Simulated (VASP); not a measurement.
# V (Pm-3m) in VASP: notebook

V is run at these levels: PBE; tasks: single point.

Program: VASP 6.6.1. These are calculated values, not measurements. Logs are shortened: lines on timing, memory, paths and dates and some standing lists are left out, and cuts for length are marked.

## Step 1: The cell of the first run

Symmetry: Pm-3m, No. 221, cubic system. The conventional cell has a = 2.359 Å, b = 2.359 Å, c = 2.359 Å, α = 90.00°, β = 90.00°, γ = 90.00°. V (site symmetry m-3m) has 6 V at 2.36 Å within 3.1 Å.

This isn't the form of V at room conditions, which is bcc.

## Step 2: Single point, PBE, collinear spin, ferromagnetic start

Input file INCAR:

```
SYSTEM = V
  PREC = Accurate
  ENCUT = 520
  EDIFF = 1E-6
  ISMEAR = -1
  SIGMA = 0.1
  LREAL = .False.
  LASPH = .True.
  NELM = 150
  ALGO = Normal
  ISIF = 2
  LWAVE = .False.
  LCHARG = .False.
  ISPIN = 2
  MAGMOM = 1.5
  LORBIT = 11
  LMAXMIX = 4
  GGA = PE
  NBANDS = 16
```

Input file KPOINTS:

```
Automatic mesh
0
Gamma
  10 10 10
  0 0 0
```

Input file POSCAR:

```
V
1.0
    2.3587864979      0.0000000000      0.0000000000
    0.0000000000      2.3587864979      0.0000000000
    0.0000000000      0.0000000000      2.3587864979
V
1
Direct
    0.0000000000      0.0000000000      0.0000000000
```

Potentials or basis: VASP PAW PBE potentials, release 64 (V_sv).

Run with:

```bash
> cat potpaw_PBE.64/V_sv/POTCAR > POTCAR
> mpirun -np 1 vasp_std > vasp.out
```

OUTCAR:

```text
SYSTEM = V
   PREC = Accurate
   ENCUT = 520
   EDIFF = 1E-6
   ISMEAR = -1
   LREAL = .False.
   LASPH = .True.
   NELM = 150
   ISIF = 2
   ISPIN = 2
   LORBIT = 11
   GGA = PE

 ion  position               nearest neighbor table
   1  0.000  0.000  0.000-

  LATTYP: Found a simple cubic cell.
 ALAT       =     2.3587864979

  Lattice vectors:

 A1 = (   2.3587864979,   0.0000000000,   0.0000000000)
 A2 = (   0.0000000000,   2.3587864979,   0.0000000000)
 A3 = (   0.0000000000,   0.0000000000,   2.3587864979)

Analysis of symmetry for initial positions (statically):
=====================================================================
 Subroutine PRICEL returns:
 Original cell was already a primitive cell.

 Routine SETGRP: Setting up the symmetry group for a
 simple cubic supercell.

 Subroutine GETGRP returns: Found 48 space group operations
 (whereof 48 operations were pure point group operations)
 out of a pool of 48 trial point group operations.

The static configuration has the point symmetry O_h .

Analysis of symmetry for dynamics (positions and initial velocities):
=====================================================================
 Subroutine PRICEL returns:
 Original cell was already a primitive cell.

 Routine SETGRP: Setting up the symmetry group for a
 simple cubic supercell.

 Subroutine GETGRP returns: Found 48 space group operations
 (whereof 48 operations were pure point group operations)
 out of a pool of 48 trial point group operations.

The dynamic configuration has the point symmetry O_h .

Analysis of structural, dynamic, and magnetic symmetry:
=====================================================================
 Subroutine PRICEL returns:
 Original cell was already a primitive cell.

 Routine SETGRP: Setting up the symmetry group for a
 simple cubic supercell.

 Subroutine GETGRP returns: Found 48 space group operations
 (whereof 48 operations were pure point group operations)
 out of a pool of 48 trial point group operations.

The overall configuration has the point symmetry O_h .

 Subroutine INISYM returns: Found 48 space group operations
 (whereof 48 operations are pure point group operations),
 and found     1 'primitive' translations

----------------------------------------------------------------------------------------

                                     Primitive cell

  volume of cell :      13.1240

  direct lattice vectors                    reciprocal lattice vectors
[... 95 lines left out ...]
   PSTRESS=    0.0 pullay stress
   NELECT =      13.0000    total number of electrons
   NUPDOWN=      -1.0000    fix difference up-down
   EMIN   =  10.00;   EMAX   =-10.00  energy-range for DOS
   EFERMI =   0.00;   METHOD = LEGACY
   ISMEAR =    -1;   SIGMA  =   0.10  broadening in eV -4-tet -1-fermi 0-gaus
   EFERMI_NEDOS =   21; number of points for ismear=-14 and -15
   IALGO  =     38    algorithm
   IMIX   =      4    mixing-type and parameters
     AMIX     =   0.40;   BMIX     =  1.00
     AMIX_MAG =   1.60;   BMIX_MAG =  1.00
  volume/ion in A,a.u.               =      13.12        88.57
  Fermi-wavevector in a.u.,A,eV,Ry     =   1.631927  3.083894 36.234828  2.663185
  Thomas-Fermi vector in A             =   2.723982
   LORBIT       =     11    0 simple, 1 ext, 2 COOP (PROOUT), +10 PAW based schemes
   GGA     = PE    functional components
   LHFCALC =     F    Hartree Fock is set to
   AEXX    =    0.0000 exact exchange contribution
   IVDW    =     0    specifies the selected vdW correction
   LEPSILON=     F    determine dielectric tensor
   LRPA    =     F    only Hartree local field effects (RPA)
 spin polarized calculation
  energy-cutoff  :      520.00
  volume of cell :       13.12
 maximum number of plane-waves:       365
 NGX is ok and might be reduce to    18
   NGX =  9   NGY =  9   NGZ =  9

 number of electron      13.0000020 magnetization       0.0007427

 Free energy of the ion-electron system (eV)
  ---------------------------------------------------
  ext. energy  EPLUGINS =         0.00000000
  ---------------------------------------------------
  free energy    TOTEN  =        -8.04922314 eV

  energy without entropy =       -7.98706789  energy(sigma->0) =       -8.01814551

 E-fermi :  10.2355     XC(G=0): -12.9235

 val. band max:       10.2316444366   @ k =   0.4000   0.2000   0.1000
 cond. band min:      10.2414966650   @ k =   0.5000   0.5000   0.2000
 fundamental gap:      0.0098522284
 Fermi energy:        10.2355496980

 spin component 1

 k-point     1 :       0.0000    0.0000    0.0000
  band No.  band energies     occupation
      1     -53.6013      1.00000
      2     -26.6234      1.00000
      3     -26.6234      1.00000
      4     -26.6234      1.00000
      5       3.6182      1.00000
      6       7.7415      1.00000
[... 435 lines left out ...]
      5       6.5122      1.00000
      6       8.7459      1.00000
[... 8 lines left out ...]
     15      39.5785      0.00000
     16      41.6111      0.00000

 [... further k-points ...]

 spin component 2

 k-point     1 :       0.0000    0.0000    0.0000
  band No.  band energies     occupation
      1     -53.6007      1.00000
      2     -26.6228      1.00000
      3     -26.6228      1.00000
      4     -26.6228      1.00000
      5       3.6186      1.00000
      6       7.7422      1.00000
[... 435 lines left out ...]
      5       6.5127      1.00000
      6       8.7466      1.00000
[... 8 lines left out ...]
     15      39.5790      0.00000
     16      41.6115      0.00000

 [... further k-points ...]
[... 5 lines left out ...]
  --------------------------------------------------------------------------------------
  -------------------------------------------------------------------------------------
  Total        1.6863321      1.6863321      1.6863321      0.0000000     -0.0000000      0.0000000
  in kB      205.8674962    205.8674962    205.8674962      0.0000000     -0.0000000      0.0000000
  external PRESSURE =     205.8674962 kB  Pullay stress =       0.0000000 kB

 VOLUME and BASIS-vectors are now :
 -----------------------------------------------------------------------------
  energy-cutoff  :      520.00
  volume of cell :       13.12
      direct lattice vectors                 reciprocal lattice vectors
     2.358786498  0.000000000  0.000000000     0.423946805  0.000000000  0.000000000
     0.000000000  2.358786498  0.000000000     0.000000000  0.423946805  0.000000000
     0.000000000  0.000000000  2.358786498     0.000000000  0.000000000  0.423946805

 POSITION                                       TOTAL-FORCE (eV/Angst)
 -----------------------------------------------------------------------------------
      0.00000      0.00000      0.00000         0.000000      0.000000      0.000000
 -----------------------------------------------------------------------------------
    total drift:                                0.000000      0.000000      0.000000

  FREE ENERGIE OF THE ION-ELECTRON SYSTEM (eV)
  ---------------------------------------------------
  free  energy   TOTEN  =        -8.0492231354 eV

  energy  without entropy=       -7.9870678924  energy(sigma->0) =       -8.01814551

 total charge

# of ion       s       p       d       tot
------------------------------------------
    1        2.375   6.192   3.353  11.920

 magnetization (x)

# of ion       s       p       d       tot
------------------------------------------
    1        0.000   0.000   0.000   0.001
```

stdout:

```text
POSCAR found type information on POSCAR V
 POSCAR found :  1 types and       1 ions
 scaLAPACK will be used
 LDA part: xc-table for (Slater+PW92), standard interpolation
 POSCAR, INCAR and KPOINTS ok, starting setup
 FFT: planning ... GRIDC
 FFT: planning ... GRID_SOFT
 FFT: planning ... GRID
 WAVECAR not read
 entering main loop
```

Wall time 20 s (1 thread of Intel Xeon 8259CL, shared host); peak memory 0.13 GiB.

Results:

* Free energy: -8.0492 eV
* Pressure: 20.6 GPa
* Net moment: 0.00 μB per cell
* Valence electrons inside the program's atomic spheres: V 11.92

Levels at points of the mesh, in eV from the Fermi level:
Spin up:
```
           k point  band 4  band 5  band 6  band 7  band 8  band 9  band 10  band 11
(0.00, 0.00, 0.00)  -36.86   -6.62   -2.49   -2.49    4.01    4.01     4.01    19.67
(0.50, 0.00, 0.00)  -36.73   -2.28   -1.61   -0.05    1.67    1.67     4.22     8.91
(0.50, 0.50, 0.00)  -36.60   -4.21   -0.73    2.19    2.19    5.45     6.92     6.92
(0.50, 0.50, 0.50)  -37.87   -2.34   -2.34   -2.34    5.59    5.59    10.51    15.15
```
Spin down:
```csv
k point,band 4,band 5,band 6,band 7,band 8,band 9,band 10,band 11
"(0.00, 0.00, 0.00)",-36.86,-6.62,-2.49,-2.49,4.01,4.01,4.01,19.67
"(0.50, 0.00, 0.00)",-36.73,-2.28,-1.60,-0.05,1.67,1.67,4.23,8.91
"(0.50, 0.50, 0.00)",-36.60,-4.21,-0.73,2.19,2.19,5.46,6.92,6.92
"(0.50, 0.50, 0.50)",-37.87,-2.34,-2.34,-2.34,5.59,5.59,10.51,15.15
```

Caveat: the cell stands under pressure.

## Step 3: Single point, PBE, collinear spin, ferromagnetic start

This run uses another cell than the first one, of 13.85 Å³/atom.

Input file INCAR:

```
SYSTEM = V
PREC     = Accurate       ! precision mode
ENCUT    = 520            ! plane-wave cutoff, eV
EDIFF    = 1E-7           ! SCF threshold, eV
ISMEAR   = -1             ! smearing method
SIGMA    = 0.1            ! smearing width, eV
LREAL    = .FALSE.        ! projectors in reciprocal space
LASPH    = .TRUE.         ! aspherical terms in the spheres
NELM     = 150            ! most SCF steps
ALGO     = Normal         ! electronic algorithm
ISIF     = 2              ! what is computed and relaxed
LWAVE    = .FALSE.        ! write WAVECAR
LCHARG   = .TRUE.         ! write CHGCAR
ISPIN    = 2              ! spin polarisation
MAGMOM   = 1.5            ! initial moments
LORBIT   = 11             ! projections on sites
LMAXMIX  = 4              ! l up to which the mixer works
GGA      = PE             ! functional
LELF     = .TRUE.         ! ELF
LVHAR    = .TRUE.       
NBANDS   = 16             ! bands
```

Input file KPOINTS:

```
regular mesh
0
G
  10 10 10
  0 0 0
```

Input file POSCAR:

```
V
1.0
    2.4017804417      0.0000000000      0.0000000000
    0.0000000000      2.4017804417      0.0000000000
    0.0000000000      0.0000000000      2.4017804417
V
1
Direct
    0.0000000000      0.0000000000      0.0000000000
```

Potentials or basis: VASP PAW PBE potentials, release 64 (V_sv).

Run with:

```bash
> cat potpaw_PBE.64/V_sv/POTCAR > POTCAR
> mpirun -np 1 vasp_std > vasp.out
```

Wall time 36 s (1 thread of Intel Xeon 8259CL, shared host); peak memory 0.13 GiB.

The run converged. Its results:

* Free energy: -8.1193 eV
* Pressure: 10.4 GPa
* Net moment: 0.00 μB per cell
* Valence electrons inside the program's atomic spheres: V 11.82

Levels at points of the mesh, in eV from the Fermi level:
Spin up:
```tsv
k point	band 3	band 4	band 5	band 6	band 7	band 8	band 9	band 10	band 11	band 12
(0.00, 0.00, 0.00)	-36.98	-36.98	-6.49	-2.31	-2.31	3.77	3.77	3.77	18.98	18.98
(0.50, 0.00, 0.00)	-36.87	-36.87	-2.26	-1.48	-0.12	1.61	1.61	3.97	8.34	19.71
(0.50, 0.50, 0.00)	-38.03	-36.76	-3.87	-0.71	2.08	2.08	5.11	6.53	6.53	13.17
(0.50, 0.50, 0.50)	-37.86	-37.86	-2.13	-2.13	-2.13	5.23	5.23	10.45	14.28	14.28
```
Spin down:
```
           k point  band 5  band 6  band 7  band 8  band 9  band 10
(0.00, 0.00, 0.00)   -6.49   -2.31   -2.31    3.77    3.77     3.77
(0.50, 0.00, 0.00)   -2.26   -1.48   -0.12    1.61    1.61     3.97
(0.50, 0.50, 0.00)   -3.87   -0.71    2.08    2.08    5.11     6.53
(0.50, 0.50, 0.50)   -2.13   -2.13   -2.13    5.23    5.23    10.45
```

Caveat: the cell stands under pressure.

## Step 4: Single point, PBE, collinear spin, ferromagnetic start

This run uses another cell than the first one, of 14.80 Å³/atom.

Input file INCAR:

```
  PREC = Accurate
  ENCUT = 520
  EDIFF = 1E-7
  ISMEAR = -1
  SIGMA = 0.1
  LREAL = F
  LASPH = T
  NELM = 150
  ALGO = Normal
  ISIF = 2
  LWAVE = F
  LCHARG = F
  ISPIN = 2
  MAGMOM = 1.5
  LORBIT = 11
  LMAXMIX = 4
  GGA = PE
  NBANDS = 16
```

Input file KPOINTS:

```
regular mesh
0
Gamma
  10 10 10
```

Input file POSCAR:

```
V
1.0
    2.4550967270      0.0000000000      0.0000000000
    0.0000000000      2.4550967270      0.0000000000
    0.0000000000      0.0000000000      2.4550967270
V
1
Direct
    0.0000000000      0.0000000000      0.0000000000
```

Run with:

```bash
> cat potpaw_PBE.64/V_sv/POTCAR > POTCAR
> mpirun -np 1 vasp_std > vasp.out
```

Wall time 41 s (1 thread of Intel Xeon 8259CL, shared host); peak memory 0.14 GiB.

It converged, with:

```yaml
Free_energy: -8.1499 eV
Pressure: 0.3 GPa
Net_moment: 0.00 μB per cell
Valence_electrons_inside_the_program's_atomic_spheres: V 11.71
```

Levels at points of the mesh, in eV from the Fermi level:
Spin up:
| k point | band 4 | band 5 | band 6 | band 7 | band 8 | band 9 | band 10 | band 11 |
| --- | --- | --- | --- | --- | --- | --- | --- | --- |
| (0.00, 0.00, 0.00) | -37.13 | -6.32 | -2.10 | -2.10 | 3.49 | 3.49 | 3.49 | 18.17 |
| (0.50, 0.00, 0.00) | -37.04 | -2.23 | -1.34 | -0.19 | 1.52 | 1.52 | 3.66 | 7.68 |
| (0.50, 0.50, 0.00) | -36.95 | -3.50 | -0.69 | 1.95 | 1.95 | 4.70 | 6.08 | 6.08 |
| (0.50, 0.50, 0.50) | -37.86 | -1.90 | -1.90 | -1.90 | 4.81 | 4.81 | 10.36 | 13.31 |
Spin down:
```csv
k point,band 3,band 4,band 5,band 6,band 7,band 8,band 9,band 10,band 11,band 12
"(0.00, 0.00, 0.00)",-37.13,-37.13,-6.32,-2.10,-2.10,3.49,3.49,3.49,18.17,18.17
"(0.50, 0.00, 0.00)",-37.04,-37.04,-2.23,-1.34,-0.19,1.52,1.52,3.66,7.68,19.23
"(0.50, 0.50, 0.00)",-38.00,-36.95,-3.50,-0.69,1.95,1.95,4.70,6.08,6.08,12.55
"(0.50, 0.50, 0.50)",-37.86,-37.86,-1.90,-1.90,-1.90,4.81,4.81,10.36,13.31,13.31
```

## Step 5: Summary

| cell | gap on the mesh (eV) | pressure (GPa) | moment (μB) |
| --- | --- | --- | --- |
| a = 2.359 Å, 1 atom | none | 20.6 | 0.00 |
| a = 2.402 Å, 1 atom | none | 10.4 | 0.00 |
| a = 2.455 Å, 1 atom | none | 0.3 | 0.00 |

Alike in all rows: task single point; level PBE; potentials or basis VASP PAW PBE potentials, release 64 (V_sv); spin collinear, ferromagnetic start; k mesh 10 × 10 × 10; cutoff (eV) 520; smearing fermi-dirac 0.1 eV.

Caveats: the cell stands under pressure (at least some runs).

Total energies depend on the potentials used, so only differences within one code and one set of settings carry meaning.
